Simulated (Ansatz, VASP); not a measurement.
WCl2F4 in VASP and in Ansatz

```xyz
14
Lattice="6.0000 0.0000 0.0000 0.0000 6.0000 0.0000 0.0000 0.0000 6.4200" Properties=species:S:1:pos:R:3 pbc="T T T"
W     3.0000    3.0000    3.2100
W     0.0000    0.0000    0.0000
Cl    1.3950    4.6050    3.2100
Cl    4.6050    1.3950    3.2100
Cl    1.6050    1.6050    0.0000
Cl    4.3950    4.3950    0.0000
F     3.0000    3.0000    5.0590
F     3.0000    3.0000    1.3610
F     4.3080    4.3080    3.2100
F     1.6920    1.6920    3.2100
F     0.0000    0.0000    4.5710
F     0.0000    0.0000    1.8490
F     1.3080    4.6920    0.0000
F     4.6920    1.3080    0.0000
```

Alike in both runs: task relaxation of cell and atoms; functional PBE; k mesh 2 × 2 × 2; occupations gaussian, width 0.15 eV; no spin polarisation.

```csv
,VASP,Ansatz
version,VASP 6.6.1,Ansatz 0.2.0
potentials or method,"VASP PAW PBE potentials, release 64 (W_sv, Cl, F), cutoff 600 eV","scalar-relativistic, plane waves, PAW"
valence electrons in the cell,112,112
```

VASP gave:

* gap on the k mesh at the Fermi level, each at its own relaxed structure (eV): 3.05
* relaxed volume (Å³/atom): 23.91
* relaxed length of the cell vector where the two differ most in proportion (Å): 7.361

Problem. What did Ansatz give for the same quantities?

Solution. gap on the k mesh at the Fermi level, each at its own relaxed structure (eV): 3.07; relaxed volume (Å³/atom): 24.07; relaxed length of the cell vector where the two differ most in proportion (Å): 7.420.

The k mesh is coarse, so the values compare programs but aren't converged. Neither program's run includes spin-orbit coupling. Noted on VASP's run: the volume moved by over 15 % at a fixed basis, so the end points are rough.
